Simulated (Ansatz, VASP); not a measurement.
# Mg3Sn3N in VASP and in Ansatz

File INCAR:

```
SYSTEM = Mg3Sn3N
  PREC = Accurate
  ENCUT = 600
  EDIFF = 1E-6
  ISMEAR = 0
  SIGMA = 0.2
  LREAL = .False.
  LASPH = .True.
  NELM = 80
  ALGO = Normal
  ISIF = 3
  LWAVE = .False.
  LCHARG = .False.
  GGA = PE
  IBRION = 2
  NSW = 36
  EDIFFG = -0.08
```

KPOINTS

```
Automatic mesh
0
Gamma
  3 3 3
  0 0 0
```

The input POSCAR:

```
Mg3Sn3N
1.0
    7.9000000000      0.0000000000      0.0000000000
   -3.9500000000      6.8416006900      0.0000000000
    0.0000000000      0.0000000000      5.1300000000
Mg Sn N
6 6 2
Direct
    0.0000000000      0.2360000000      0.2500000000
    0.7640000000      0.0000000000      0.7500000000
    0.7640000000      0.7640000000      0.2500000000
    0.2360000000      0.2360000000      0.7500000000
    0.2360000000      0.0000000000      0.2500000000
    0.0000000000      0.7640000000      0.7500000000
    0.4000000000      0.0000000000      0.7500000000
    0.4000000000      0.4000000000      0.2500000000
    0.6000000000      0.6000000000      0.7500000000
    0.0000000000      0.6000000000      0.2500000000
    0.6000000000      0.0000000000      0.2500000000
    0.0000000000      0.4000000000      0.7500000000
    0.0000000000      0.0000000000      0.5000000000
    0.0000000000      0.0000000000      0.0000000000
```

Input for Ansatz:

```yaml
crystal:
  lattice:
    - [7.9, 0.0, 0.0]
    - [-3.95, 6.84160069, 0.0]
    - [0.0, 0.0, 5.13]
  atoms:
    - { symbol: Mg, position: [0.0, 0.236, 0.25] }
    - { symbol: Mg, position: [0.764, 0.0, 0.75] }
    - { symbol: Mg, position: [0.764, 0.764, 0.25] }
    - { symbol: Mg, position: [0.236, 0.236, 0.75] }
    - { symbol: Mg, position: [0.236, 0.0, 0.25] }
    - { symbol: Mg, position: [0.0, 0.764, 0.75] }
    - { symbol: Sn, position: [0.4, 0.0, 0.75] }
    - { symbol: Sn, position: [0.4, 0.4, 0.25] }
    - { symbol: Sn, position: [0.6, 0.6, 0.75] }
    - { symbol: Sn, position: [0.0, 0.6, 0.25] }
    - { symbol: Sn, position: [0.6, 0.0, 0.25] }
    - { symbol: Sn, position: [0.0, 0.4, 0.75] }
    - { symbol: "N", position: [0.0, 0.0, 0.5] }
    - { symbol: "N", position: [0.0, 0.0, 0.0] }
basis:
  ecutwfc: 420
kpoints:
  mp_grid: { grid: [3, 3, 3] }
hamiltonian:
  xc: pbe
scf:
  occupations: { method: gaussian, width: 0.2 }
  lower_state_search: "off"
output:
  forces: true
  stress: true
  eigenvalues: true
relax:
  adjacent_minimum: "off"
  f_tol: 0.08
  max_steps: 16
  cell: { stress_tol: 0.8 }
```

Alike in both runs: task relaxation of cell and atoms; functional PBE; k mesh 3 × 3 × 3; occupations gaussian, width 0.2 eV; no spin polarisation.

|  | VASP | Ansatz |
| --- | --- | --- |
| version | VASP 6.6.1 | Ansatz 0.2.0 |
| potentials or method | VASP PAW PBE potentials, release 64 (Mg, Sn_d, N), cutoff 600 eV | scalar-relativistic, plane waves, PAW |
| valence electrons in the cell | 106 | 154 |

VASP gave:

- gap on the k mesh at the Fermi level, each at its own relaxed structure (eV): none
- relaxed volume (Å³/atom): 23.44
- relaxed length of the cell vector where the two differ most in proportion (Å): 8.232

Problem. What did Ansatz give for the same quantities?

Solution. gap on the k mesh at the Fermi level, each at its own relaxed structure (eV): none; relaxed volume (Å³/atom): 23.15; relaxed length of the cell vector where the two differ most in proportion (Å): 8.184.

A gap of «none» marks a metal or a gap that the smearing closes. VASP's potentials hold 106 valence electrons a cell and Ansatz's 154, so a difference there can come from the potentials and not from the codes.

The k mesh is coarse, so the values compare programs but aren't converged. Noted on VASP's run: the volume moved by over 15 % at a fixed basis, so the end points are rough.
